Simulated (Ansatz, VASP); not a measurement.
# K3SbI in VASP and in Ansatz

The input INCAR:

```
SYSTEM = K3SbI
  PREC = Accurate
  ENCUT = 600
  EDIFF = 1E-6
  ISMEAR = 0
  SIGMA = 0.1
  LREAL = .False.
  LASPH = .True.
  NELM = 100
  ALGO = Normal
  ISIF = 3
  LWAVE = .False.
  LCHARG = .False.
  GGA = PE
  IBRION = 2
  NSW = 90
  EDIFFG = -0.04
```

Contents of KPOINTS:

```
regular mesh
0
Gamma
  4 4 4
  0 0 0
```

File POSCAR:

```
K3SbI
1.0
    5.3771530500      0.0000000000      0.0000000000
    0.0000000000      5.3771530500      0.0000000000
    0.0000000000      0.0000000000      5.3771530500
K Sb I
3 1 1
Direct
    0.0000000000      0.5000000000      0.5000000000
    0.5000000000      0.0000000000      0.5000000000
    0.5000000000      0.5000000000      0.0000000000
    0.0000000000      0.0000000000      0.0000000000
    0.5000000000      0.5000000000      0.5000000000
```

Input for Ansatz:

```yaml
crystal:
  lattice:
    - [5.37715305, 0.0, 0.0]
    - [0.0, 5.37715305, 0.0]
    - [0.0, 0.0, 5.37715305]
  atoms:
    - { symbol: K, position: [0.0, 0.5, 0.5] }
    - { symbol: K, position: [0.5, 0.0, 0.5] }
    - { symbol: K, position: [0.5, 0.5, 0.0] }
    - { symbol: Sb, position: [0.0, 0.0, 0.0] }
    - { symbol: I, position: [0.5, 0.5, 0.5] }
basis:
  ecutwfc: 420
kpoints:
  mp_grid: { grid: [4, 4, 4] }
hamiltonian:
  xc: pbe
scf:
  occupations: { method: gaussian, width: 0.1 }
  lower_state_search: "off"
output:
  forces: true
  stress: true
  eigenvalues: true
relax:
  adjacent_minimum: "off"
  f_tol: 0.04
  max_steps: 70
  cell: { stress_tol: 0.4 }
```

Change from the starting cell: species swapped into the Mn3GaC type (Pm-3m, No. 221).

Alike in both runs: task relaxation of cell and atoms; functional PBE; k mesh 4 × 4 × 4; occupations gaussian, width 0.1 eV; no spin polarisation.

|  | VASP | Ansatz |
| --- | --- | --- |
| version | VASP 6.6.1 | Ansatz 0.2.0 |
| potentials or method | VASP PAW PBE potentials, release 64 (K_sv, Sb, I), cutoff 600 eV | scalar-relativistic, plane waves, PAW |
| valence electrons in the cell | 39 | 59 |

VASP gave:

* gap on the k mesh at the Fermi level, each at its own relaxed structure (eV): none
* relaxed volume (Å³/atom): 54.07
* relaxed length of the cell vector where the two differ most in proportion (Å): 6.466

Problem. Estimate Ansatz's values.

Solution. gap on the k mesh at the Fermi level, each at its own relaxed structure (eV): none; relaxed volume (Å³/atom): 53.55; relaxed length of the cell vector where the two differ most in proportion (Å): 6.445.

A gap of «none» marks a metal or a gap that the smearing closes. VASP's potentials hold 39 valence electrons a cell and Ansatz's 59, so a difference there can come from the potentials and not from the codes.

Neither program's run includes spin-orbit coupling. Noted on VASP's run: the volume moved by over 15 % at a fixed basis, so the end points are rough.
